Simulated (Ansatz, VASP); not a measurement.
## Yb: VASP beside Ansatz

```
CELL_PARAMETERS angstrom
3.45400 0.00000 0.00000
0.00000 3.45400 0.00000
0.00000 0.00000 3.45400
ATOMIC_POSITIONS crystal
Yb 0.00000 0.00000 0.00000
```

Change from the starting cell: volume scaled by 1.06.

Alike in both runs: task single point; functional PBE; k mesh 10 × 10 × 10; occupations fermi-dirac, width 0.05 eV; no spin polarisation.

|  | VASP | Ansatz |
| --- | --- | --- |
| version | VASP 6.6.1 | Ansatz 0.2.0 |
| potentials or method | VASP PAW PBE potentials, release 64 (Yb), cutoff 520 eV | all-electron LAPW, scalar-relativistic |

```tsv
	VASP	Ansatz	Ansatz less VASP
pressure (GPa)	-0.4	-0.6	-0.19
```

Ansatz ran all-electron here, and VASP with PAW potentials.

Neither program's run includes spin-orbit coupling.
